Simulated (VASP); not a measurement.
# AgCl in VASP: notebook, part 2 of 2

VASP 6.6.1. The steps go on from the part before.

## 4. Single point, PBE

This run uses another cell than the first one, of 22.09 Å³/atom, 0.974 times its volume.

File INCAR:

```
  PREC = Accurate
  ENCUT = 520
  EDIFF = 1E-6
  ISMEAR = 0
  SIGMA = 0.05
  LREAL = False
  LASPH = True
  NELM = 60
  ALGO = Normal
  ISIF = 2
  LWAVE = False
  LCHARG = False
  GGA = PE
  NBANDS = 16
```

File KPOINTS:

```
Automatic mesh
0
Gamma
  8 8 8
```

File POSCAR:

```
AgCl
1.0
    0.0000000000      2.8060228508      2.8060228508
    2.8060228508      0.0000000000      2.8060228508
    2.8060228508      2.8060228508      0.0000000000
Ag Cl
1 1
Direct
    0.4850320454      0.5149679546      0.5149679546
    0.0455448893     -0.0455448893     -0.0455448893
```

Potentials or basis: VASP PAW PBE potentials, release 64 (Ag, Cl).

Started as:

```bash
> cat potpaw_PBE.64/Ag/POTCAR potpaw_PBE.64/Cl/POTCAR > POTCAR
> mpirun -np 1 vasp_std > vasp.out
```

OUTCAR:

```text
PREC = Accurate
   ENCUT = 520
   EDIFF = 1E-6
   ISMEAR = 0
   LREAL = False
   LASPH = True
   NELM = 60
   ISIF = 2
   GGA = PE

 ion  position               nearest neighbor table
   1  0.485  0.515  0.515-   2 2.47   2 2.83   2 2.83   2 2.83   2 2.83
   2  0.046  0.954  0.954-   1 2.47   1 2.83   1 2.83   1 2.83   1 2.83

  LATTYP: Found a face centered cubic cell.
 ALAT       =     5.6120457016

  Lattice vectors:

 A1 = (   0.0000000000,   2.8060228508,   2.8060228508)
 A2 = (   2.8060228508,   0.0000000000,   2.8060228508)
 A3 = (   2.8060228508,   2.8060228508,   0.0000000000)

Analysis of symmetry for initial positions (statically):
=====================================================================
 Subroutine PRICEL returns:
 Original cell was already a primitive cell.

 Routine SETGRP: Setting up the symmetry group for a
 face centered cubic supercell.

 Subroutine GETGRP returns: Found  8 space group operations
 (whereof  8 operations were pure point group operations)
 out of a pool of 48 trial point group operations.

The static configuration has the point symmetry C_4v.

Analysis of symmetry for dynamics (positions and initial velocities):
=====================================================================
 Subroutine PRICEL returns:
 Original cell was already a primitive cell.

 Routine SETGRP: Setting up the symmetry group for a
 face centered cubic supercell.

 Subroutine GETGRP returns: Found  8 space group operations
 (whereof  8 operations were pure point group operations)
 out of a pool of 48 trial point group operations.

The dynamic configuration has the point symmetry C_4v.

 Subroutine INISYM returns: Found  8 space group operations
 (whereof  8 operations are pure point group operations),
 and found     1 'primitive' translations

----------------------------------------------------------------------------------------

                                     Primitive cell

  volume of cell :      44.1879

  direct lattice vectors                    reciprocal lattice vectors
     0.000000000  2.806022851  2.806022851    -0.178188143  0.178188143  0.178188143
     2.806022851  0.000000000  2.806022851     0.178188143 -0.178188143  0.178188143
     2.806022851  2.806022851  0.000000000     0.178188143  0.178188143 -0.178188143

  length of vectors
     3.968315572  3.968315572  3.968315572     0.308630916  0.308630916  0.308630916

  position of ions in fractional coordinates (direct lattice)
     0.485032045  0.514967955  0.514967955
     0.045544889  0.954455111  0.954455111

  ion indices of the primitive-cell ions
   primitive index   ion index
                 1           1
                 2           2

----------------------------------------------------------------------------------------

 KPOINTS: Automatic mesh

Automatic generation of k-mesh.
 Grid dimensions read from file:
 generate k-points for:    8    8    8

 Generating k-lattice:

  Cartesian coordinates                     Fractional coordinates (reciprocal lattice)
    -0.022273518  0.022273518  0.022273518     0.125000000  0.000000000  0.000000000
     0.022273518 -0.022273518  0.022273518     0.000000000  0.125000000  0.000000000
     0.022273518  0.022273518 -0.022273518     0.000000000  0.000000000  0.125000000

  Length of vectors
     0.038578865  0.038578865  0.038578865

  Shift w.r.t. Gamma in fractional coordinates (k-lattice)
     0.000000000  0.000000000  0.000000000

 Subroutine IBZKPT returns following result:
 ===========================================

 Found     59 irreducible k-points:

 Following reciprocal coordinates:
            Coordinates               Weight
  0.000000  0.000000  0.000000      1.000000
  0.125000  0.000000  0.000000      8.000000
  0.250000  0.000000  0.000000      8.000000
  0.375000  0.000000  0.000000      8.000000
  0.500000  0.000000  0.000000      4.000000
  0.125000  0.125000  0.000000      4.000000
[... 16 lines left out ...]
  0.000000  0.375000  0.250000      8.000000
  0.500000  0.250000  0.000000     16.000000
 [... further k-points ...]
   k-points           NKPTS =     59   k-points in BZ     NKDIM =     59   number of bands    NBANDS=     16
   number of dos      NEDOS =    301   number of ions     NIONS =      2
   total plane-waves  NPLWV =  27000
   dimension x,y,z NGX =    30 NGY =   30 NGZ =   30
   dimension x,y,z NGXF=    60 NGYF=   60 NGZF=   60
   ions per type =               1   1
   NGX,Y,Z   is equivalent  to a cutoff of  12.57, 12.57, 12.57 a.u.
   NGXF,Y,Z  is equivalent  to a cutoff of  25.14, 25.14, 25.14 a.u.
 SYSTEM =  unknown system
   PREC   = accura    normal or accurate (medium, high low for compatibility)
   ISTART =      0    job   : 0-new  1-cont  2-samecut
   ICHARG =      2    charge: 1-file 2-atom 10-const
   ISPIN  =      1    spin polarized calculation?
   LNONCOLLINEAR =      F non collinear calculations
   LSORBIT =      F    spin-orbit coupling
   LASPH  =      T    aspherical Exc in radial PAW
   ENCUT  =  520.0 eV  38.22 Ry    6.18 a.u.   7.38  7.38  7.38*2*pi/ulx,y,z
   NELM   =     60;   NELMIN=  2; NELMDL= -5     # of ELM steps
   EDIFF  = 0.1E-05   stopping-criterion for ELM
   LREAL  =      F    real-space projection
   EDIFFG = 0.1E-04   stopping-criterion for IOM
   NSW    =      0    number of steps for IOM
   IBRION =     -1    ionic relax: 0-MD 1-quasi-New 2-CG
   NFREE  =      0    steps in history (QN), initial steepest desc. (CG)
   ISIF   =      2    stress and relaxation
   ISYM   =      2    0-nonsym 1-usesym 2-fastsym
   POTIM  = 0.5000    time-step for ionic-motion
   TEBEG  =    0.0;   TEEND  =   0.0 temperature during run
   PSTRESS=    0.0 pullay stress
   NELECT =      18.0000    total number of electrons
   NUPDOWN=      -1.0000    fix difference up-down
   EMIN   =  10.00;   EMAX   =-10.00  energy-range for DOS
   EFERMI =   0.00;   METHOD = LEGACY
   ISMEAR =     0;   SIGMA  =   0.05  broadening in eV -4-tet -1-fermi 0-gaus
   EFERMI_NEDOS =   21; number of points for ismear=-14 and -15
   IALGO  =     38    algorithm
   IMIX   =      4    mixing-type and parameters
     AMIX     =   0.40;   BMIX     =  1.00
     AMIX_MAG =   1.60;   BMIX_MAG =  1.00
  volume/ion in A,a.u.               =      22.09       149.10
  Fermi-wavevector in a.u.,A,eV,Ry     =   1.213569  2.293313 20.037975  1.472750
  Thomas-Fermi vector in A             =   2.349017
   LORBIT       =      0    0 simple, 1 ext, 2 COOP (PROOUT), +10 PAW based schemes
   GGA     = PE    functional components
   LHFCALC =     F    Hartree Fock is set to
   AEXX    =    0.0000 exact exchange contribution
   IVDW    =     0    specifies the selected vdW correction
   LEPSILON=     F    determine dielectric tensor
   LRPA    =     F    only Hartree local field effects (RPA)
 non-spin polarized calculation
 Gauss-broadening in eV      SIGMA  =   0.05
  energy-cutoff  :      520.00
  volume of cell :       44.19
 maximum number of plane-waves:      1243
 NGX is ok and might be reduce to    30
   NGX = 15   NGY = 15   NGZ = 15

 number of electron      17.9999997 magnetization

 Free energy of the ion-electron system (eV)
  ---------------------------------------------------
  ext. energy  EPLUGINS =         0.00000000
  ---------------------------------------------------
  free energy    TOTEN  =        -5.32840201 eV

  energy without entropy =       -5.32840201  energy(sigma->0) =       -5.32840201

 E-fermi :   3.5835     XC(G=0):  -9.7597

 val. band max:        3.3092396632   @ k =   0.5000   0.0000   0.0000
 cond. band min:       4.3557883947   @ k =   0.0000   0.0000   0.0000
 fundamental gap:      1.0465487316
 Fermi energy:         3.5835358897

 k-point     1 :       0.0000    0.0000    0.0000
  band No.  band energies     occupation
      1     -11.6063      2.00000
      2      -0.0940      2.00000
      3       0.4464      2.00000
      4       0.4464      2.00000
      5       1.0764      2.00000
      6       1.1186      2.00000
[... 8 lines left out ...]
     15      16.1834      0.00000
     16      16.9270      0.00000
[... 419 lines left out ...]
 k-point    24 :       0.5000    0.2500    0.0000
  band No.  band energies     occupation
      1     -11.2129      2.00000
      2      -1.0737      2.00000
      3      -0.6267      2.00000
      4      -0.2715      2.00000
      5       1.1467      2.00000
      6       1.4000      2.00000
[... 8 lines left out ...]
     15      17.7126      0.00000
     16      18.5119      0.00000

 [... further k-points ...]
[... 5 lines left out ...]
  --------------------------------------------------------------------------------------
  -------------------------------------------------------------------------------------
  Total        1.4259901      0.0074440      0.0074440      0.0000000      0.0000000     -0.0000000
  in kB       51.7039223      0.2699049      0.2699049      0.0000000      0.0000000     -0.0000000
  external PRESSURE =      17.4145774 kB  Pullay stress =       0.0000000 kB

 VOLUME and BASIS-vectors are now :
 -----------------------------------------------------------------------------
  energy-cutoff  :      520.00
  volume of cell :       44.19
      direct lattice vectors                 reciprocal lattice vectors
     0.000000000  2.806022851  2.806022851    -0.178188143  0.178188143  0.178188143
     2.806022851  0.000000000  2.806022851     0.178188143 -0.178188143  0.178188143
     2.806022851  2.806022851  0.000000000     0.178188143  0.178188143 -0.178188143

 POSITION                                       TOTAL-FORCE (eV/Angst)
 -----------------------------------------------------------------------------------
      2.89002      2.80602      2.80602        -0.591989      0.000000      0.000000
      5.35645      2.80602      2.80602         0.591989      0.000000      0.000000
 -----------------------------------------------------------------------------------
    total drift:                               -0.000528     -0.000000     -0.000000

  FREE ENERGIE OF THE ION-ELECTRON SYSTEM (eV)
  ---------------------------------------------------
  free  energy   TOTEN  =        -5.3284020100 eV

  energy  without entropy=       -5.3284020100  energy(sigma->0) =       -5.32840201
```

OSZICAR:

```text
N       E                     dE             d eps       ncg     rms          rms(c)
DAV:   1     0.903492099920E+02    0.90349E+02   -0.84078E+03  1888   0.101E+03
DAV:   2    -0.262603461616E+01   -0.92975E+02   -0.85980E+02  2392   0.214E+02
DAV:   3    -0.551400680975E+01   -0.28880E+01   -0.28811E+01  2328   0.395E+01
DAV:   4    -0.553031886572E+01   -0.16312E-01   -0.16311E-01  2472   0.339E+00
DAV:   5    -0.553052071174E+01   -0.20185E-03   -0.20184E-03  2320   0.373E-01    0.616E+00
DAV:   6    -0.533427689217E+01    0.19624E+00   -0.27383E-01  2464   0.683E+00    0.406E+00
DAV:   7    -0.532928148693E+01    0.49954E-02   -0.11036E-01  2296   0.219E+00    0.203E+00
DAV:   8    -0.532826508720E+01    0.10164E-02   -0.52671E-03  2296   0.737E-01    0.334E-01
DAV:   9    -0.532832874566E+01   -0.63658E-04   -0.57452E-04  2400   0.307E-01    0.418E-02
DAV:  10    -0.532839709293E+01   -0.68347E-04   -0.11393E-04  2344   0.930E-02    0.309E-02
DAV:  11    -0.532840187175E+01   -0.47788E-05   -0.46426E-06  2600   0.156E-02    0.377E-03
DAV:  12    -0.532840201002E+01   -0.13827E-06   -0.89019E-07  1632   0.648E-03
   1 F= -.53284020E+01 E0= -.53284020E+01  d E =-.189475E-16
```

It took 47 s on 1 thread of AMD EPYC 7R43 (Zen 3), shared host; peak memory 0.15 GiB.

What came out:

- Free energy: -5.3284 eV
- Pressure: 1.7 GPa
- Largest force: 0.592 eV/Å
- Band gap on the k mesh: 1.05 eV, indirect (least direct gap 2.04 eV)

Forces on the atoms (eV/Å):
```
Ag  -0.592  0.000  0.000
Cl   0.592  0.000  0.000
```

Stress tensor (GPa, compression positive):
```
5.17 0.00 0.00
0.00 0.03 0.00
0.00 0.00 0.03
```

A k mesh can miss the band edges. Expect the measured gap to be larger: semilocal functionals such as PBE lack the derivative discontinuity.
